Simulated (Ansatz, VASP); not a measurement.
**C in VASP and in Ansatz**

```xyz
2
Lattice="2.4665 0.0000 0.0000 -1.2332 2.1361 0.0000 0.0000 0.0000 4.5224" Properties=species:S:1:pos:R:3 pbc="T T T"
C     0.0000    1.4240    2.2612
C     1.2332    0.7120    2.2612
```

Alike in both runs: functional PBE; k mesh 24 × 24 × 12; occupations fermi-dirac, width 0.15 eV; no spin polarisation.

Ansatz relaxed the structure, and its values are those at the end. VASP's run is a single point on that final structure, the one shown.

|  | VASP | Ansatz |
| --- | --- | --- |
| version | VASP 6.6.1 | Ansatz 0.2.0 |
| potentials or method | VASP PAW PBE potentials, release 64 (C), cutoff 520 eV | scalar-relativistic, plane waves, PAW |
| valence electrons in the cell | 8 | 8 |

Ansatz gave:

| Quantity | Value |
| --- | --- |
| gap on the k mesh at the Fermi level (eV) | none |
| pressure (GPa) | 0.0 |

Question: Estimate VASP's values.

Answer: gap on the k mesh at the Fermi level (eV): none; pressure (GPa): 0.3.

A gap of «none» marks a metal or a gap that the smearing closes.
